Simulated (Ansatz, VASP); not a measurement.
## Al6H: VASP beside Ansatz

```
CELL_PARAMETERS angstrom
5.71430 0.00000 0.00000
-2.85715 4.94873 0.00000
0.00000 0.00000 22.60164
ATOMIC_POSITIONS crystal
Al 0.33333 0.16667 0.17698
Al 0.33333 0.66667 0.17698
Al 0.83333 0.16667 0.17698
Al 0.83333 0.66667 0.17698
Al 0.16667 0.33333 0.27878
Al 0.16667 0.83333 0.27878
Al 0.66667 0.33333 0.27878
Al 0.66667 0.83333 0.27878
Al 0.00000 0.00000 0.38058
Al 0.00000 0.50000 0.38058
Al 0.50000 0.00000 0.38058
Al 0.50000 0.50000 0.38058
H 0.13777 0.16667 0.42880
H 0.52890 0.16667 0.42880
```

Alike in both runs: task single point; functional PBE; k mesh 6 × 6 × 1; occupations gaussian, width 0.1 eV; no spin polarisation.

|  | VASP | Ansatz |
| --- | --- | --- |
| version | VASP 6.6.1 | Ansatz 0.2.0 |
| potentials or method | VASP PAW PBE potentials, release 64 (Al, H), cutoff 520 eV | scalar-relativistic, plane waves, PAW |
| valence electrons in the cell | 38 | 38 |

```tsv
	VASP	Ansatz	Ansatz less VASP
gap on the k mesh at the Fermi level (eV)	none	none	-
rms of the force components (eV/Å)	1.288	1.288	+0.0002
```

Atom by atom the forces differ by 0.001 eV/Å (rms over components). A gap of «none» marks a metal or a gap that the smearing closes.
